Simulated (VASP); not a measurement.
Write the native input for VASP 6.6.1 that does the following.

| Item | Value |
| --- | --- |
| Task | single point |
| Functional | r2SCAN |
| Potentials or basis | VASP PAW PBE potentials, release 64 (Pd) |
| Cutoff | 520 eV |
| k mesh | 23 × 23 × 23 |
| Occupations | fermi-dirac, width 0.1 eV |
| Spin | no spin polarisation |
| Dipole correction | no |
| Further INCAR settings | ALGO = Normal; EDIFF = 1e-06; NBANDS = 11 |

The system is Pd.

```
Pd
1.0
     0.00000    2.00667    2.00667
     2.00667    0.00000    2.00667
     2.00667    2.00667    0.00000
Pd
1
Direct
  0.00000 0.00000 0.00000
```

This cell differs from its parent crystal: volume scaled by 1.08.

These files were run (other wordings do the same):

POSCAR

```
Pd
1.0
    0.0000000000      2.0066743219      2.0066743219
    2.0066743219      0.0000000000      2.0066743219
    2.0066743219      2.0066743219      0.0000000000
Pd
1
Direct
    0.0000000000      0.0000000000      0.0000000000
```

INCAR.step1

```
SYSTEM = Pd
PREC = Accurate
ENCUT = 520
ISMEAR = -1
SIGMA = 0.1
LREAL = .FALSE.
LASPH = .TRUE.
NELM = 60
NBANDS = 11
GGA = PE
ALGO = Normal
EDIFF = 1E-4
LWAVE = .TRUE.
LCHARG = .FALSE.
```

INCAR.step2

```
SYSTEM = Pd
PREC = Accurate
ENCUT = 520
EDIFF = 1E-6
ISMEAR = -1
SIGMA = 0.1
LREAL = .FALSE.
LASPH = .TRUE.
NELM = 60
ALGO = Normal
ISIF = 2
LWAVE = .FALSE.
LCHARG = .FALSE.
METAGGA = R2SCAN
LMIXTAU = .TRUE.
NBANDS = 11
ISTART = 1
```

KPOINTS

```
Automatic mesh
0
G
  23 23 23
  0 0 0
```

Potentials or basis: VASP PAW PBE potentials, release 64 (Pd).

Command:

```bash
$ cat potpaw_PBE.64/Pd/POTCAR > POTCAR
$ cp INCAR.step1 INCAR
$ mpirun -np 1 vasp_std > vasp.out
$ cp INCAR.step2 INCAR
$ mpirun -np 1 vasp_std > vasp.out
```

Results of the run:

- Pressure: -11.1 GPa
- Band gap on the k mesh: zero (band 5 reaches 8.39 eV, above the bottom of band 6 at 6.96 eV)

Caveat: the PAW data sets were made with another functional, which shifts forces and pressure a little.

Run time: 4.3 min on 1 thread of Intel(R) Xeon(R) Platinum 8259CL CPU @ 2.50GHz (Skylake/Cascade Lake) (shared host), peak memory 0.2 GiB.
